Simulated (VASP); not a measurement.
# In (Fm-3m) in VASP: a series of runs, part 2 of 2

VASP 6.6.1.

### 4 Single point, BLYP (volume scaled by 0.96)

INCAR reads:

```
PREC = Accurate ; ENCUT = 520
EDIFF = 1E-6 ; ISMEAR = -1
SIGMA = 0.1 ; LREAL = False
LASPH = True ; NELM = 80
ALGO = Normal ; ISIF = 2
LWAVE = False ; LCHARG = False
GGA = B5 ; ALDAX = 1.0
AGGAX = 1.0 ; AGGAC = 1.0
ALDAC = 0.0 ; NBANDS = 12
```

KPOINTS reads:

```
regular mesh
0
Gamma
  12 12 12
```

POSCAR reads:

```
In
1.0
    0.0000000000      2.4617336486      2.4617336486
    2.4617336486      0.0000000000      2.4617336486
    2.4617336486      2.4617336486      0.0000000000
In
1
Direct
    0.0000000000      0.0000000000      0.0000000000
```

Command:

```bash
> cat potpaw_PBE.64/In_d/POTCAR > POTCAR
> mpirun -np 1 vasp_std > vasp.out
```

Wall time 22 s (1 thread of Intel Xeon 6975P-C, shared host); peak memory 0.17 GiB.

It converged, with:

```
Free energy : -1.8642 eV
Pressure    : 1.0 GPa
```

Levels at points of the mesh, in eV from the Fermi level:
```tsv
k point	band 3	band 4	band 5	band 6	band 7	band 8	band 9	band 10
(0.00, 0.00, 0.00)	-14.58	-14.46	-14.46	-8.70	9.18	9.18	9.18	11.57
(0.50, 0.00, 0.00)	-14.57	-14.35	-14.35	-4.38	-2.72	7.32	7.32	10.98
(0.50, 0.50, 0.00)	-14.36	-14.32	-14.32	-2.51	-1.76	3.68	3.68	7.04
```

Caveat: the cell differs from its parent crystal (volume scaled by 0.96); the PAW data sets were made with another functional, which shifts forces and pressure a little; spin-orbit coupling is left out, which moves the levels of the heavy elements.

### 5 Single point, BLYP

This run uses another cell than the first one, of 31.08 Å³/atom, 1.136 times its volume.

INCAR reads:

```
SYSTEM = In
PREC = Accurate
ENCUT = 520
EDIFF = 1E-6
ISMEAR = -1
SIGMA = 0.1
LREAL = .FALSE.
LASPH = .TRUE.
NELM = 60
ALGO = Normal
ISIF = 2
LWAVE = .FALSE.
LCHARG = .FALSE.
GGA = B5
ALDAX = 1.0
AGGAX = 1.0
AGGAC = 1.0
ALDAC = 0.0
NBANDS = 12
```

KPOINTS reads:

```
Automatic mesh
0
G
  12 12 12
  0 0 0
```

POSCAR reads:

```
In
1.0
    0.0000000000      2.4954602183      2.4954602183
    2.4954602183      0.0000000000      2.4954602183
    2.4954602183      2.4954602183      0.0000000000
In
1
Direct
    0.0000000000      0.0000000000      0.0000000000
```

Potentials or basis: VASP PAW PBE potentials, release 64 (In_d).

Command:

```bash
> cat potpaw_PBE.64/In_d/POTCAR > POTCAR
> mpirun -np 1 vasp_std > vasp.out
```

OUTCAR:

```text
SYSTEM = In
   PREC = Accurate
   ENCUT = 520
   EDIFF = 1E-6
   ISMEAR = -1
   LREAL = .FALSE.
   LASPH = .TRUE.
   NELM = 60
   ISIF = 2
   GGA = B5

 ion  position               nearest neighbor table
   1  0.000  0.000  0.000-

  LATTYP: Found a face centered cubic cell.
 ALAT       =     4.9909204366

  Lattice vectors:

 A1 = (   0.0000000000,   2.4954602183,   2.4954602183)
 A2 = (   2.4954602183,   0.0000000000,   2.4954602183)
 A3 = (   2.4954602183,   2.4954602183,   0.0000000000)

Analysis of symmetry for initial positions (statically):
=====================================================================
 Subroutine PRICEL returns:
 Original cell was already a primitive cell.

 Routine SETGRP: Setting up the symmetry group for a
 face centered cubic supercell.

 Subroutine GETGRP returns: Found 48 space group operations
 (whereof 48 operations were pure point group operations)
 out of a pool of 48 trial point group operations.

The static configuration has the point symmetry O_h .

Analysis of symmetry for dynamics (positions and initial velocities):
[... 166 lines left out ...]
      1      -8.3733      2.00000
      2      -8.3733      2.00000
      3      -8.3733      2.00000
      4      -8.2668      2.00000
      5      -8.2668      2.00000
      6      -2.2798      2.00000
      7      15.0106      0.00000
      8      15.0106      0.00000
      9      15.0106      0.00000
     10      17.6491      0.00000
     11      18.9393      0.00000
     12      18.9393      0.00000
[... 331 lines left out ...]
 k-point    24 :      -0.4167    0.1667    0.0000
  band No.  band energies     occupation
      1      -8.3886      2.00000
      2      -8.3467      2.00000
      3      -8.3199      2.00000
      4      -8.2073      2.00000
      5      -8.1800      2.00000
      6       2.0866      2.00000
      7       4.2902      2.00000
      8      10.0809      0.00000
      9      12.3447      0.00000
     10      15.2312      0.00000
     11      19.4573      0.00000
     12      19.5966      0.00000

 [... further k-points ...]

------------------------ aborting loop because EDIFF is reached ----------------------------------------

  FORCE on cell =-STRESS in cart. coord.  units (eV):
  Direction    XX          YY          ZZ          XY          YZ          ZX
  --------------------------------------------------------------------------------------
  -------------------------------------------------------------------------------------
  Total       -0.0093815     -0.0093815     -0.0093815      0.0000000      0.0000000      0.0000000
  in kB       -0.4836158     -0.4836158     -0.4836158      0.0000000      0.0000000      0.0000000
  external PRESSURE =      -0.4836158 kB  Pullay stress =       0.0000000 kB

 VOLUME and BASIS-vectors are now :
 -----------------------------------------------------------------------------
  energy-cutoff  :      520.00
  volume of cell :       31.08
      direct lattice vectors                 reciprocal lattice vectors
     0.000000000  2.495460218  2.495460218    -0.200363843  0.200363843  0.200363843
     2.495460218  0.000000000  2.495460218     0.200363843 -0.200363843  0.200363843
     2.495460218  2.495460218  0.000000000     0.200363843  0.200363843 -0.200363843

 POSITION                                       TOTAL-FORCE (eV/Angst)
 -----------------------------------------------------------------------------------
      0.00000      0.00000      0.00000        -0.000000     -0.000000     -0.000000
 -----------------------------------------------------------------------------------
    total drift:                               -0.000000     -0.000000     -0.000000

  FREE ENERGIE OF THE ION-ELECTRON SYSTEM (eV)
  ---------------------------------------------------
  free  energy   TOTEN  =        -1.8685233966 eV

  energy  without entropy=       -1.8481989949  energy(sigma->0) =       -1.85836120
```

stdout:

```text
POSCAR found type information on POSCAR In
 POSCAR found :  1 types and       1 ions
 scaLAPACK will be used
 -----------------------------------------------------------------------------
|                                                                             |
|                                                                             |
|     You enforced a specific xc type in the INCAR file but a different       |
|     I HOPE YOU KNOW WHAT YOU ARE DOING!                                     |
|                                                                             |
 -----------------------------------------------------------------------------

 LDA part: xc-table for (Slater(with rela. corr.)+VWN5), standard interpolation
 POSCAR, INCAR and KPOINTS ok, starting setup
 FFT: planning ... GRIDC
 FFT: planning ... GRID_SOFT
 FFT: planning ... GRID
 WAVECAR not read
 entering main loop
```

Run time: 22 s. Hardware: 1 thread of Intel Xeon 6975P-C, shared host; peak memory 0.17 GiB.

What came out:

```yaml
Free_energy: -1.8685 eV
Pressure: 0.0 GPa
```

Levels at points of the mesh, in eV from the Fermi level:
| k point | band 3 | band 4 | band 5 | band 6 | band 7 | band 8 | band 9 | band 10 |
| --- | --- | --- | --- | --- | --- | --- | --- | --- |
| (0.00, 0.00, 0.00) | -14.55 | -14.44 | -14.44 | -8.46 | 8.83 | 8.83 | 8.83 | 11.47 |
| (0.50, 0.00, 0.00) | -14.54 | -14.34 | -14.34 | -4.36 | -2.57 | 7.06 | 7.06 | 10.89 |
| (0.50, 0.50, 0.00) | -14.35 | -14.32 | -14.32 | -2.59 | -1.64 | 3.59 | 3.59 | 6.87 |

Caveat: the PAW data sets were made with another functional, which shifts forces and pressure a little; spin-orbit coupling is left out, which moves the levels of the heavy elements.

### 6 Summary

| cell | gap on the mesh (eV) | pressure (GPa) |
| --- | --- | --- |
| a = 3.382 Å, angles 60.0°, 1 atom | none | 4.0 |
| a = 3.432 Å, angles 60.0°, 1 atom | none | 2.3 |
| a = 3.481 Å, angles 60.0°, 1 atom | none | 1.0 |
| a = 3.529 Å, angles 60.0°, 1 atom | none | 0.0 |

Alike in all rows: task single point; level BLYP; potentials or basis VASP PAW PBE potentials, release 64 (In_d); no spin polarisation; k mesh 12 × 12 × 12; cutoff (eV) 520; smearing fermi-dirac 0.1 eV.

Caveats: the PAW data sets were made with another functional, which shifts forces and pressure a little; spin-orbit coupling is left out, which moves the levels of the heavy elements.

Total energies depend on the potentials used, so only differences within one code and one set of settings carry meaning.
